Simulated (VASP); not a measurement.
# ZnF2 (P4_2/mnm) in VASP: a series of runs

ZnF2 is run at these levels: PBE, r2SCAN; tasks: single point.

Everything below comes from runs of VASP 6.6.1. Logs are shortened: lines on timing, memory, paths and dates and some standing lists are left out, and cuts for length are marked.

### Step 1. The cell of the first run

Symmetry: P4_2/mnm, No. 136, tetragonal system. The conventional cell has a = 4.848 Å, b = 4.848 Å, c = 3.207 Å, α = 90.00°, β = 90.00°, γ = 90.00°. Within 2.8 Å of Zn (site symmetry mmm) lie 6 F at 2.09 Å. Within 2.8 Å of F (site symmetry m2m) lie 3 Zn at 2.09 Å and 1 F at 2.68 Å.

### Step 2. Single point, PBE (12.56 Å³/atom)

INCAR

```
SYSTEM = ZnF2
  ALGO = Normal
  EDIFF = 1E-6
  ENCUT = 600
  GGA = PE
  GGA_COMPAT = .False.
  ISIF = 2
  ISMEAR = 0
  LASPH = .True.
  LCHARG = .False.
  LREAL = .False.
  LWAVE = .False.
  NBANDS = 35
  NELM = 120
  PREC = Accurate
  SIGMA = 0.01
```

KPOINTS

```
k-points
0
Gamma
  4 4 6
  0 0 0
```

POSCAR

```
ZnF2
1.0
    4.8475632812      0.0000000000      0.0000000000
    0.0000000000      4.8475632812      0.0000000000
    0.0000000000      0.0000000000      3.2069340448
Zn F
2 4
Direct
    0.0000000000      0.0000000000      0.0000000000
    0.5000000000      0.5000000000      0.5000000000
    0.3043835389      0.3043835389      0.0000000000
    0.1956164611      0.8043835389      0.5000000000
    0.6956164611      0.6956164611      0.0000000000
    0.8043835389      0.1956164611      0.5000000000
```

Potentials or basis: VASP PAW PBE potentials, release 64 (Zn, F).

On the command line:

```sh
> cat potpaw_PBE.64/Zn/POTCAR potpaw_PBE.64/F/POTCAR > POTCAR
> mpirun -np 1 vasp_std > vasp.out
```

OUTCAR:

```text
SYSTEM = ZnF2
   EDIFF = 1E-6
   ENCUT = 600
   GGA = PE
   ISIF = 2
   ISMEAR = 0
   LASPH = .True.
   LREAL = .False.
   NELM = 120
   PREC = Accurate

 ion  position               nearest neighbor table
   1  0.000  0.000  0.000-   3 2.09   5 2.09   4 2.09   6 2.09   4 2.09   6 2.09
   2  0.500  0.500  0.500-   4 2.09   6 2.09   5 2.09   3 2.09   3 2.09   5 2.09
   3  0.304  0.304  0.000-   1 2.09   2 2.09   2 2.09
   4  0.196  0.804  0.500-   2 2.09   1 2.09   1 2.09
   5  0.696  0.696  0.000-   1 2.09   2 2.09   2 2.09
   6  0.804  0.196  0.500-   2 2.09   1 2.09   1 2.09

  LATTYP: Found a simple tetragonal cell.
 ALAT       =     4.8475632812
 C/A-ratio  =     0.6615558908

  Lattice vectors:

 A1 = (   4.8475632812,   0.0000000000,   0.0000000000)
 A2 = (   0.0000000000,   4.8475632812,   0.0000000000)
 A3 = (   0.0000000000,   0.0000000000,   3.2069340448)

Analysis of symmetry for initial positions (statically):
=====================================================================
 Subroutine PRICEL returns:
 Original cell was already a primitive cell.

 Routine SETGRP: Setting up the symmetry group for a
 simple tetragonal supercell.

 Subroutine GETGRP returns: Found 16 space group operations
 (whereof  8 operations were pure point group operations)
 out of a pool of 16 trial point group operations.

The static configuration has the point symmetry D_2h.
 The point group associated with its full space group is D_4h.

Analysis of symmetry for dynamics (positions and initial velocities):
=====================================================================
 Subroutine PRICEL returns:
 Original cell was already a primitive cell.

 Routine SETGRP: Setting up the symmetry group for a
 simple tetragonal supercell.

 Subroutine GETGRP returns: Found 16 space group operations
 (whereof  8 operations were pure point group operations)
 out of a pool of 16 trial point group operations.

The dynamic configuration has the point symmetry D_2h.
 The point group associated with its full space group is D_4h.

 Subroutine INISYM returns: Found 16 space group operations
 (whereof  8 operations are pure point group operations),
 and found     1 'primitive' translations

----------------------------------------------------------------------------------------

                                     Primitive cell

  volume of cell :      75.3593

  direct lattice vectors                    reciprocal lattice vectors
     4.847563281  0.000000000  0.000000000     0.206289210  0.000000000  0.000000000
     0.000000000  4.847563281  0.000000000     0.000000000  0.206289210  0.000000000
     0.000000000  0.000000000  3.206934045     0.000000000  0.000000000  0.311824311

  length of vectors
     4.847563281  4.847563281  3.206934045     0.206289210  0.206289210  0.311824311

  position of ions in fractional coordinates (direct lattice)
     0.000000000  0.000000000  0.000000000
     0.500000000  0.500000000  0.500000000
     0.304383539  0.304383539  0.000000000
     0.195616461  0.804383539  0.500000000
     0.695616461  0.695616461  0.000000000
     0.804383539  0.195616461  0.500000000

  ion indices of the primitive-cell ions
   primitive index   ion index
                 1           1
                 2           2
                 3           3
                 4           4
                 5           5
                 6           6

----------------------------------------------------------------------------------------

 KPOINTS: k-points

Automatic generation of k-mesh.
 Grid dimensions read from file:
 generate k-points for:    4    4    6

 Generating k-lattice:

  Cartesian coordinates                     Fractional coordinates (reciprocal lattice)
     0.051572303  0.000000000  0.000000000     0.250000000  0.000000000  0.000000000
     0.000000000  0.051572303  0.000000000     0.000000000  0.250000000  0.000000000
     0.000000000  0.000000000  0.051970719     0.000000000  0.000000000  0.166666667

  Length of vectors
     0.051572303  0.051572303  0.051970719

  Shift w.r.t. Gamma in fractional coordinates (k-lattice)
     0.000000000  0.000000000  0.000000000

 Subroutine IBZKPT returns following result:
 ===========================================

 Found     24 irreducible k-points:

 Following reciprocal coordinates:
            Coordinates               Weight
  0.000000  0.000000  0.000000      1.000000
  0.250000  0.000000  0.000000      4.000000
  0.500000  0.000000  0.000000      2.000000
  0.250000  0.250000  0.000000      4.000000
  0.500000  0.250000  0.000000      4.000000
  0.500000  0.500000  0.000000      1.000000
[... 16 lines left out ...]
  0.500000  0.250000  0.500000      4.000000
  0.500000  0.500000  0.500000      1.000000
   k-points           NKPTS =     24   k-points in BZ     NKDIM =     24   number of bands    NBANDS=     35
   number of dos      NEDOS =    301   number of ions     NIONS =      6
   total plane-waves  NPLWV =  44800
   dimension x,y,z NGX =    40 NGY =   40 NGZ =   28
   dimension x,y,z NGXF=    80 NGYF=   80 NGZF=   56
   ions per type =               2   4
   NGX,Y,Z   is equivalent  to a cutoff of  13.72, 13.72, 14.52 a.u.
   NGXF,Y,Z  is equivalent  to a cutoff of  27.44, 27.44, 29.03 a.u.
 SYSTEM =  ZnF2
   PREC   = accura    normal or accurate (medium, high low for compatibility)
   ISTART =      0    job   : 0-new  1-cont  2-samecut
   ICHARG =      2    charge: 1-file 2-atom 10-const
   ISPIN  =      1    spin polarized calculation?
   LNONCOLLINEAR =      F non collinear calculations
   LSORBIT =      F    spin-orbit coupling
   LASPH  =      T    aspherical Exc in radial PAW
   ENCUT  =  600.0 eV  44.10 Ry    6.64 a.u.   9.68  9.68  6.41*2*pi/ulx,y,z
   NELM   =    120;   NELMIN=  2; NELMDL= -5     # of ELM steps
   EDIFF  = 0.1E-05   stopping-criterion for ELM
   LREAL  =      F    real-space projection
[... 7 lines left out ...]
   TEBEG  =    0.0;   TEEND  =   0.0 temperature during run
   PSTRESS=    0.0 pullay stress
   NELECT =      52.0000    total number of electrons
   NUPDOWN=      -1.0000    fix difference up-down
   EMIN   =  10.00;   EMAX   =-10.00  energy-range for DOS
   EFERMI =   0.00;   METHOD = LEGACY
   ISMEAR =     0;   SIGMA  =   0.01  broadening in eV -4-tet -1-fermi 0-gaus
   EFERMI_NEDOS =   21; number of points for ismear=-14 and -15
   IALGO  =     38    algorithm
   IMIX   =      4    mixing-type and parameters
     AMIX     =   0.40;   BMIX     =  1.00
     AMIX_MAG =   1.60;   BMIX_MAG =  1.00
  volume/ion in A,a.u.               =      12.56        84.76
  Fermi-wavevector in a.u.,A,eV,Ry     =   1.446650  2.733773 28.474240  2.092798
  Thomas-Fermi vector in A             =   2.564695
   LORBIT       =      0    0 simple, 1 ext, 2 COOP (PROOUT), +10 PAW based schemes
   GGA     = PE    functional components
   LHFCALC =     F    Hartree Fock is set to
   AEXX    =    0.0000 exact exchange contribution
   IVDW    =     0    specifies the selected vdW correction
   LEPSILON=     F    determine dielectric tensor
   LRPA    =     F    only Hartree local field effects (RPA)
 non-spin polarized calculation
 Gauss-broadening in eV      SIGMA  =   0.01
  energy-cutoff  :      600.00
  volume of cell :       75.36
 maximum number of plane-waves:      2540
 NGX is ok and might be reduce to    40
   NGX = 19   NGY = 19   NGZ = 13

 number of electron      51.9999971 magnetization

 Free energy of the ion-electron system (eV)
  ---------------------------------------------------
  ext. energy  EPLUGINS =         0.00000000
  ---------------------------------------------------
  free energy    TOTEN  =       -23.24331640 eV

  energy without entropy =      -23.24331640  energy(sigma->0) =      -23.24331640

 E-fermi :  -1.8806     XC(G=0):  -9.8414

 val. band max:       -1.9957082295   @ k =   0.5000   0.0000   0.5000
 cond. band min:       1.3941713425   @ k =   0.0000   0.0000   0.0000
 fundamental gap:      3.3898795721
 Fermi energy:        -1.8805966681

 k-point     1 :       0.0000    0.0000    0.0000
  band No.  band energies     occupation
      1     -23.1616      2.00000
      2     -22.5313      2.00000
      3     -22.5313      2.00000
      4     -22.5080      2.00000
      5      -7.4556      2.00000
      6      -6.7627      2.00000
[... 27 lines left out ...]
     34      12.4761      0.00000
     35      12.9071      0.00000

 k-point     2 :       0.2500    0.0000    0.0000
  band No.  band energies     occupation
      1     -23.0856      2.00000
      2     -22.6730      2.00000
      3     -22.5153      2.00000
      4     -22.4660      2.00000
      5      -7.1960      2.00000
      6      -6.6722      2.00000
[... 27 lines left out ...]
     34      13.4319      0.00000
     35      13.6545      0.00000

 k-point     3 :       0.5000    0.0000    0.0000
  band No.  band energies     occupation
      1     -22.8926      2.00000
      2     -22.8926      2.00000
      3     -22.4812      2.00000
      4     -22.4812      2.00000
      5      -6.6708      2.00000
      6      -6.6708      2.00000
[... 27 lines left out ...]
     34      13.4519      0.00000
     35      14.1973      0.00000

 k-point     4 :       0.2500    0.2500    0.0000
  band No.  band energies     occupation
      1     -23.0200      2.00000
      2     -22.7060      2.00000
      3     -22.5475      2.00000
      4     -22.4725      2.00000
      5      -7.1579      2.00000
      6      -6.6076      2.00000
[... 27 lines left out ...]
     34      12.9648      0.00000
     35      13.6635      0.00000

 k-point     5 :       0.5000    0.2500    0.0000
  band No.  band energies     occupation
      1     -22.8584      2.00000
      2     -22.8584      2.00000
      3     -22.5176      2.00000
      4     -22.5176      2.00000
      5      -6.9221      2.00000
      6      -6.9221      2.00000
[... 638 lines left out ...]
 k-point    22 :       0.2500    0.2500    0.5000
  band No.  band energies     occupation
      1     -22.6889      2.00000
      2     -22.6664      2.00000
      3     -22.5282      2.00000
      4     -22.5043      2.00000
      5      -6.5926      2.00000
      6      -6.3808      2.00000
[... 27 lines left out ...]
     34      12.0453      0.00000
     35      12.8669      0.00000

 k-point    23 :       0.5000    0.2500    0.5000
  band No.  band energies     occupation
      1     -22.6692      2.00000
      2     -22.6692      2.00000
      3     -22.5236      2.00000
      4     -22.5236      2.00000
      5      -6.6163      2.00000
      6      -6.6163      2.00000
[... 27 lines left out ...]
     34      11.2767      0.00000
     35      13.9005      0.00000

 k-point    24 :       0.5000    0.5000    0.5000
  band No.  band energies     occupation
      1     -22.6732      2.00000
      2     -22.6732      2.00000
      3     -22.5177      2.00000
      4     -22.5177      2.00000
      5      -6.7292      2.00000
      6      -6.7292      2.00000
[... 27 lines left out ...]
     34      10.4872      0.00000
     35      14.8685      0.00000

------------------------ aborting loop because EDIFF is reached ----------------------------------------

  FORCE on cell =-STRESS in cart. coord.  units (eV):
  Direction    XX          YY          ZZ          XY          YZ          ZX
  --------------------------------------------------------------------------------------
  -------------------------------------------------------------------------------------
  Total       -1.1552037     -1.1552037     -1.3550935      0.0000000      0.0000000      0.0000000
  in kB      -24.5602147    -24.5602147    -28.8099732      0.0000000      0.0000000      0.0000000
  external PRESSURE =     -25.9768009 kB  Pullay stress =       0.0000000 kB

 VOLUME and BASIS-vectors are now :
 -----------------------------------------------------------------------------
  energy-cutoff  :      600.00
  volume of cell :       75.36
      direct lattice vectors                 reciprocal lattice vectors
     4.847563281  0.000000000  0.000000000     0.206289210  0.000000000  0.000000000
     0.000000000  4.847563281  0.000000000     0.000000000  0.206289210  0.000000000
     0.000000000  0.000000000  3.206934045     0.000000000  0.000000000  0.311824311

 POSITION                                       TOTAL-FORCE (eV/Angst)
 -----------------------------------------------------------------------------------
      0.00000      0.00000      0.00000         0.000000     -0.000000     -0.000000
      2.42378      2.42378      1.60347         0.000000     -0.000000     -0.000000
      1.47552      1.47552      0.00000         0.027108      0.027108     -0.000000
      0.94826      3.89930      1.60347        -0.027108      0.027108     -0.000000
      3.37204      3.37204      0.00000        -0.027108     -0.027108      0.000000
      3.89930      0.94826      1.60347         0.027108     -0.027108      0.000000
 -----------------------------------------------------------------------------------
    total drift:                                0.000000     -0.000000     -0.000000

  FREE ENERGIE OF THE ION-ELECTRON SYSTEM (eV)
  ---------------------------------------------------
  free  energy   TOTEN  =       -23.2433164016 eV

  energy  without entropy=      -23.2433164016  energy(sigma->0) =      -23.24331640
```

It took 59 s on 1 thread of AMD EPYC 9R14 (Zen 4), shared host; peak memory 0.2 GiB.

Results:

```yaml
Free_energy: -23.2433 eV
Pressure: -2.6 GPa
Largest_force: 0.038 eV/Å
Band_gap_on_the_k_mesh: 3.39 eV (least direct gap 3.41 eV)
```

Forces in eV/Å, atoms in the order of the input:
```
Zn   0.000  0.000  0.000
Zn   0.000  0.000  0.000
F    0.027  0.027  0.000
F   -0.027  0.027  0.000
F   -0.027 -0.027  0.000
F    0.027 -0.027  0.000
```

(Continued in part 2 of 2.)
